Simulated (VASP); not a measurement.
# GaAs (F-43m) in VASP: notebook, part 2 of 2

VASP 6.6.1.

**3. Electric field gradients, PBE**

This run uses another cell than the first one, of 22.59 Å³/atom, 1.063 times its volume.

INCAR reads:

```
SYSTEM = GaAs
ALGO = Normal ; EDIFF = 1E-8
ENCUT = 520 ; GGA = PE
ISIF = 2 ; ISMEAR = -1
LASPH = .TRUE. ; LCHARG = .FALSE.
LEFG = .TRUE. ; LREAL = .FALSE.
LWAVE = .FALSE. ; NBANDS = 16
NELM = 80 ; PREC = Accurate
SIGMA = 0.08
```

KPOINTS reads:

```
k-points
0
G
  10 10 10
  0 0 0
```

POSCAR reads:

```
GaAs
1.0
    0.0000000000      2.8268500000      2.8268500000
    2.8268500000      0.0000000000      2.8268500000
    2.8268500000      2.8268500000      0.0000000000
Ga As
1 1
Direct
    0.0000000000      0.0000000000      0.0000000000
    0.7500000000      0.7500000000      0.7500000000
```

Potentials or basis: VASP PAW PBE potentials, release 64 (Ga_d, As).

Started as:

```console
cat potpaw_PBE.64/Ga_d/POTCAR potpaw_PBE.64/As/POTCAR > POTCAR
mpirun -np 1 vasp_std > vasp.out
```

OUTCAR:

```text
SYSTEM = GaAs
   EDIFF = 1E-8
   ENCUT = 520
   GGA = PE
   ISIF = 2
   ISMEAR = -1
   LASPH = .TRUE.
   LREAL = .FALSE.
   NELM = 80
   PREC = Accurate

 ion  position               nearest neighbor table
   1  0.000  0.000  0.000-   2 2.45   2 2.45   2 2.45   2 2.45
   2  0.750  0.750  0.750-   1 2.45   1 2.45   1 2.45   1 2.45

  LATTYP: Found a face centered cubic cell.
 ALAT       =     5.6537000000

  Lattice vectors:

 A1 = (   0.0000000000,   2.8268500000,   2.8268500000)
 A2 = (   2.8268500000,   0.0000000000,   2.8268500000)
 A3 = (   2.8268500000,   2.8268500000,   0.0000000000)

Analysis of symmetry for initial positions (statically):
=====================================================================
 Subroutine PRICEL returns:
 Original cell was already a primitive cell.

 Routine SETGRP: Setting up the symmetry group for a
 face centered cubic supercell.

 Subroutine GETGRP returns: Found 24 space group operations
 (whereof 24 operations were pure point group operations)
 out of a pool of 48 trial point group operations.

The static configuration has the point symmetry T_d .

Analysis of symmetry for dynamics (positions and initial velocities):
=====================================================================
 Subroutine PRICEL returns:
 Original cell was already a primitive cell.

 Routine SETGRP: Setting up the symmetry group for a
 face centered cubic supercell.

 Subroutine GETGRP returns: Found 24 space group operations
 (whereof 24 operations were pure point group operations)
 out of a pool of 48 trial point group operations.

The dynamic configuration has the point symmetry T_d .

 Subroutine INISYM returns: Found 24 space group operations
 (whereof 24 operations are pure point group operations),
 and found     1 'primitive' translations

----------------------------------------------------------------------------------------

                                     Primitive cell

  volume of cell :      45.1792

  direct lattice vectors                    reciprocal lattice vectors
     0.000000000  2.826850000  2.826850000    -0.176875321  0.176875321  0.176875321
     2.826850000  0.000000000  2.826850000     0.176875321 -0.176875321  0.176875321
     2.826850000  2.826850000  0.000000000     0.176875321  0.176875321 -0.176875321

  length of vectors
     3.997769609  3.997769609  3.997769609     0.306357042  0.306357042  0.306357042

  position of ions in fractional coordinates (direct lattice)
     0.000000000  0.000000000  0.000000000
     0.750000000  0.750000000  0.750000000

  ion indices of the primitive-cell ions
   primitive index   ion index
                 1           1
                 2           2

----------------------------------------------------------------------------------------

 KPOINTS: k-points

Automatic generation of k-mesh.
 Grid dimensions read from file:
 generate k-points for:   10   10   10

 Generating k-lattice:

[... 70 lines left out ...]
   TEBEG  =    0.0;   TEEND  =   0.0 temperature during run
   PSTRESS=    0.0 pullay stress
   NELECT =      18.0000    total number of electrons
   NUPDOWN=      -1.0000    fix difference up-down
   EMIN   =  10.00;   EMAX   =-10.00  energy-range for DOS
   EFERMI =   0.00;   METHOD = LEGACY
   ISMEAR =    -1;   SIGMA  =   0.08  broadening in eV -4-tet -1-fermi 0-gaus
   EFERMI_NEDOS =   21; number of points for ismear=-14 and -15
   IALGO  =     38    algorithm
   IMIX   =      4    mixing-type and parameters
     AMIX     =   0.40;   BMIX     =  1.00
     AMIX_MAG =   1.60;   BMIX_MAG =  1.00
  volume/ion in A,a.u.               =      22.59       152.44
  Fermi-wavevector in a.u.,A,eV,Ry     =   1.204628  2.276417 19.743799  1.451128
  Thomas-Fermi vector in A             =   2.340347
   LORBIT       =      0    0 simple, 1 ext, 2 COOP (PROOUT), +10 PAW based schemes
   GGA     = PE    functional components
   LHFCALC =     F    Hartree Fock is set to
   AEXX    =    0.0000 exact exchange contribution
   IVDW    =     0    specifies the selected vdW correction
   LEPSILON=     F    determine dielectric tensor
   LRPA    =     F    only Hartree local field effects (RPA)
 non-spin polarized calculation
  energy-cutoff  :      520.00
  volume of cell :       45.18
 maximum number of plane-waves:      1243
 NGX is ok and might be reduce to    30
   NGX = 15   NGY = 15   NGZ = 15

 number of electron      17.9999995 magnetization

 Free energy of the ion-electron system (eV)
  ---------------------------------------------------
  ext. energy  EPLUGINS =         0.00000000
  ---------------------------------------------------
  free energy    TOTEN  =        -8.25089849 eV

  energy without entropy =       -8.25074616  energy(sigma->0) =       -8.25082232

 E-fermi :   4.2707     XC(G=0):  -9.5881

 val. band max:        3.9311676343   @ k =   0.0000   0.0000   0.0000
 cond. band min:       4.4518567415   @ k =   0.0000   0.0000   0.0000
 fundamental gap:      0.5206891072
 Fermi energy:         4.2707362459

 k-point     1 :       0.0000    0.0000    0.0000
  band No.  band energies     occupation
      1     -10.8750      2.00000
      2     -10.8750      2.00000
      3     -10.8750      2.00000
      4     -10.7958      2.00000
      5     -10.7958      2.00000
      6      -8.7943      2.00000
[... 433 lines left out ...]
      3     -10.8375      2.00000
      4     -10.8135      2.00000
      5     -10.7862      2.00000
      6      -7.0587      2.00000
[... 8 lines left out ...]
     15      16.1929      0.00000
     16      16.7784      0.00000

 [... further k-points ...]

------------------------ aborting loop because EDIFF is reached ----------------------------------------

  FORCE on cell =-STRESS in cart. coord.  units (eV):
  Direction    XX          YY          ZZ          XY          YZ          ZX
  --------------------------------------------------------------------------------------
  -------------------------------------------------------------------------------------
  Total        0.9825515      0.9825515      0.9825515     -0.0000000     -0.0000000     -0.0000000
  in kB       34.8439705     34.8439705     34.8439705     -0.0000000     -0.0000000     -0.0000000
  external PRESSURE =      34.8439705 kB  Pullay stress =       0.0000000 kB

 VOLUME and BASIS-vectors are now :
 -----------------------------------------------------------------------------
  energy-cutoff  :      520.00
  volume of cell :       45.18
      direct lattice vectors                 reciprocal lattice vectors
     0.000000000  2.826850000  2.826850000    -0.176875321  0.176875321  0.176875321
     2.826850000  0.000000000  2.826850000     0.176875321 -0.176875321  0.176875321
     2.826850000  2.826850000  0.000000000     0.176875321  0.176875321 -0.176875321

 POSITION                                       TOTAL-FORCE (eV/Angst)
 -----------------------------------------------------------------------------------
      0.00000      0.00000      0.00000         0.000000      0.000000     -0.000000
      4.24027      4.24027      4.24027        -0.000000     -0.000000      0.000000
 -----------------------------------------------------------------------------------
    total drift:                               -0.000002     -0.000002     -0.000002

  FREE ENERGIE OF THE ION-ELECTRON SYSTEM (eV)
  ---------------------------------------------------
  free  energy   TOTEN  =        -8.2508984868 eV

  energy  without entropy=       -8.2507461575  energy(sigma->0) =       -8.25082232

 Electric field gradients (V/A^2)
---------------------------------------------------------------------
 ion       V_xx      V_yy      V_zz      V_xy      V_xz      V_yz
---------------------------------------------------------------------
   1       0.000    -0.000     0.000    -0.003    -0.003    -0.003
   2      -0.000     0.000     0.000     0.000     0.000     0.000
---------------------------------------------------------------------

 Electric field gradients after diagonalization (V/A^2)
 (convention: |V_zz| > |V_xx| > |V_yy|)
----------------------------------------------------------------------
 ion       V_xx      V_yy      V_zz     asymmetry (V_yy - V_xx)/ V_zz
----------------------------------------------------------------------
   1       0.003     0.003    -0.006       0.000
   2      -0.000    -0.000     0.000       0.000
----------------------------------------------------------------------

           NMR quadrupolar parameters

 Cq : quadrupolar parameter    Cq=e*Q*V_zz/h
 eta: asymmetry parameters     (V_yy - V_xx)/ V_zz
 Q  : nuclear electric quadrupole moment in mb (millibarn)
----------------------------------------------------------------------
 ion       Cq(MHz)       eta       Q (mb)
----------------------------------------------------------------------
   1      -0.000       0.000       1.000
   2       0.000       0.000       1.000
----------------------------------------------------------------------
```

OSZICAR:

```text
N       E                     dE             d eps       ncg     rms          rms(c)
DAV:   1     0.823962394220E+02    0.82396E+02   -0.89261E+03  1512   0.153E+03
DAV:   2    -0.183543960392E+01   -0.84232E+02   -0.80400E+02  1744   0.307E+02
DAV:   3    -0.831025889093E+01   -0.64748E+01   -0.64526E+01  1808   0.661E+01
DAV:   4    -0.840896812929E+01   -0.98709E-01   -0.98700E-01  1896   0.918E+00
DAV:   5    -0.841037469262E+01   -0.14066E-02   -0.14065E-02  1872   0.972E-01    0.290E+00
DAV:   6    -0.826930983123E+01    0.14106E+00   -0.21096E-01  2328   0.791E+00    0.175E+00
DAV:   7    -0.824956433125E+01    0.19745E-01   -0.63301E-02  1808   0.181E+00    0.561E-01
DAV:   8    -0.825038853568E+01   -0.82420E-03   -0.10196E-02  1848   0.113E+00    0.110E-01
DAV:   9    -0.825078340296E+01   -0.39487E-03   -0.93226E-04  1776   0.355E-01    0.502E-02
DAV:  10    -0.825084817662E+01   -0.64774E-04   -0.71137E-05  2088   0.881E-02    0.272E-02
DAV:  11    -0.825089788583E+01   -0.49709E-04   -0.69512E-05  1648   0.622E-02    0.298E-03
DAV:  12    -0.825089819986E+01   -0.31403E-06   -0.11587E-06  1944   0.152E-02    0.140E-03
DAV:  13    -0.825089849680E+01   -0.29694E-06   -0.50060E-07  1824   0.478E-03    0.647E-04
DAV:  14    -0.825089848685E+01    0.99581E-08   -0.67553E-09  1560   0.803E-04
   1 F= -.82508985E+01 E0= -.82508223E+01  d E =-.152329E-03
```

It took 67 s on 1 thread of AMD EPYC 7R43 (Zen 3), shared host; peak memory 0.15 GiB.

Results:

| Item | Value |
| --- | --- |
| Free energy | -8.2509 eV |
| Pressure | 3.5 GPa |
| Band gap on the k mesh | 0.52 eV, direct |

Caveat: without QUAD_EFG the Cq values of the log hold for a quadrupole moment of 1 mb, not for the nuclei. A k mesh can miss the band edges.
